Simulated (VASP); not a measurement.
Set up this calculation in VASP 6.6.1, as the native input.

```
Task                   : single point
Functional             : r2SCAN
Potentials or basis    : VASP PAW PBE potentials, release 64 (Zn, Se)
Cutoff                 : 520 eV
k mesh                 : 8 × 8 × 8
Occupations            : fermi-dirac, width 0.02 eV
Spin                   : non-collinear spin, zero start, spin-orbit coupling
Starting moments       : [[0.0, 0.0, 0.0], [0.0, 0.0, 0.0]] μB
Dipole correction      : no
Further INCAR settings : ALGO = Normal; EDIFF = 1e-07; NBANDS = 30
```

The system is ZnSe.

```
Zn Se
1.0
     0.00000    2.88907    2.76513
     2.88907    0.00000    2.76513
     2.88907    2.88907    0.00000
Zn Se
1 1
Direct
  0.00000 0.00000 0.00000
  0.25000 0.25000 0.25000
```

This cell differs from its parent crystal: epitaxial xy strain +2.0%.

The input as run:

POSCAR

```
ZnSe
1.0
    0.0000000000      2.8890690981      2.7651316568
    2.8890690981      0.0000000000      2.7651316568
    2.8890690981      2.8890690981      0.0000000000
Zn Se
1 1
Direct
    0.0000000000      0.0000000000      0.0000000000
    0.2500000000      0.2500000000      0.2500000000
```

INCAR.step1

```
SYSTEM = ZnSe
PREC = Accurate
ENCUT = 520
ISMEAR = -1
SIGMA = 0.02
LREAL = .False.
LASPH = .True.
NELM = 150
MAGMOM = 0 0 0 0 0 0
LSORBIT = .True.
GGA_COMPAT = .False.
NBANDS = 30
GGA = PE
ALGO = Normal
EDIFF = 1E-4
LWAVE = .True.
LCHARG = .False.
```

INCAR.step2

```
SYSTEM = ZnSe
PREC = Accurate
ENCUT = 520
EDIFF = 1E-7
ISMEAR = -1
SIGMA = 0.02
LREAL = .False.
LASPH = .True.
NELM = 150
ALGO = Normal
ISIF = 2
LWAVE = .False.
LCHARG = .True.
MAGMOM = 0 0 0 0 0 0
LORBIT = 11
LSORBIT = .True.
GGA_COMPAT = .False.
LORBMOM = .True.
METAGGA = R2SCAN
LMIXTAU = .True.
LVHAR = .True.
NBANDS = 30
ISTART = 1
```

KPOINTS

```
Automatic mesh
0
Gamma
  8 8 8
  0 0 0
```

Potentials or basis: VASP PAW PBE potentials, release 64 (Zn, Se).

Command:

```sh
$ cat potpaw_PBE.64/Zn/POTCAR potpaw_PBE.64/Se/POTCAR > POTCAR
$ cp INCAR.step1 INCAR
$ mpirun -np 1 vasp_ncl > vasp.out
$ cp INCAR.step2 INCAR
$ mpirun -np 1 vasp_ncl > vasp.out
```

It gave:

```json
{
  "Pressure": "-0.9 GPa",
  "Net moment": "0.00 μB per cell",
  "Valence electrons inside the program's atomic spheres": "Zn 10.74; Se 3.93"
}
```

Caveat: the cell differs from its parent crystal (epitaxial xy strain +2.0%); the PAW data sets were made with another functional, which shifts forces and pressure a little.

It took 32 min on 1 thread of Intel(R) Xeon(R) 6975P-C (Granite Rapids) (shared host), peak memory 0.45 GiB.
